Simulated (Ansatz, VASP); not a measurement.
## Two plane-wave programs on MgS

```
Mg S
1.0
     3.99126    0.00000    0.00000
    -1.99563    3.45653    0.00000
     0.00000    0.00000   12.91185
Mg S
4 4
Direct
  0.66667 0.33333 0.03825
  0.00000 0.00000 0.28733
  0.00000 0.00000 0.78733
  0.33333 0.66667 0.53825
  0.66667 0.33333 0.22688
  0.00000 0.00000 0.97650
  0.00000 0.00000 0.47650
  0.33333 0.66667 0.72688
```

Alike in both runs: functional PBE; dispersion D3(BJ); k mesh 6 × 6 × 2; occupations gaussian, width 0.02 eV; no spin polarisation.

Ansatz relaxed the structure, and its values are those at the end. VASP's run is a single point on that final structure, the one shown.

```csv
,VASP,Ansatz
version,VASP 6.6.1,Ansatz 0.2.0
potentials or method,"VASP PAW PBE potentials, release 64 (Mg, S), cutoff 520 eV","scalar-relativistic, plane waves, PAW"
valence electrons in the cell,32,64
```

Ansatz gave:

| Quantity | Value |
| --- | --- |
| gap on the k mesh at the Fermi level (eV) | 3.56 |
| least direct gap on the mesh (eV) | 3.56 |
| pressure (GPa) | 0.0 |

Question: Which values does VASP return?

Answer: gap on the k mesh at the Fermi level (eV): 3.55; least direct gap on the mesh (eV): 3.55; pressure (GPa): -0.1.

VASP's potentials hold 32 valence electrons a cell and Ansatz's 64, so a difference there can come from the potentials and not from the codes.
